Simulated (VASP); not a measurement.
A run of VASP 6.6.1 is set up as follows.

Contents of INCAR:

```
SYSTEM = SnO
  PREC = Accurate
  ENCUT = 600
  EDIFF = 1E-7
  ISMEAR = -1
  SIGMA = 0.05
  LREAL = .False.
  LASPH = .True.
  NELM = 80
  ALGO = Normal
  ISIF = 3
  LWAVE = .False.
  LCHARG = .False.
  GGA = RE
  IVDW = 13
  IBRION = 2
  NSW = 60
  EDIFFG = -0.01
```

Contents of KPOINTS:

```
Automatic mesh
0
Gamma
  7 7 6
  0 0 0
```

POSCAR

```
SnO
1.0
    3.8136952200      0.0000000000      0.0000000000
    0.0000000000      3.8136952200      0.0000000000
    0.0000000000      0.0000000000      4.8869133000
Sn O
2 2
Direct
    0.5000000000      0.0000000000      0.7646261400
    0.0000000000      0.5000000000      0.2353738600
    0.0000000000      0.0000000000      0.0000000000
    0.5000000000      0.5000000000      0.0000000000
```

Potentials or basis: VASP PAW PBE potentials, release 64 (Sn_d, O).

The run is started by

```bash
$ cat potpaw_PBE.64/Sn_d/POTCAR potpaw_PBE.64/O/POTCAR > POTCAR
$ mpirun -np 1 vasp_std > vasp.out
```

(1) Predict the band gap on the k mesh.

(2) Predict the relaxed cell.

Results:

(1) 0.05 eV, indirect (least direct gap 1.82 eV).

(2) a = 3.835 Å, b = 3.835 Å, c = 4.654 Å, α = 90.00°, β = 90.00°, γ = 90.00°.

Caveat: spin-orbit coupling is left out, which moves the levels of the heavy elements.
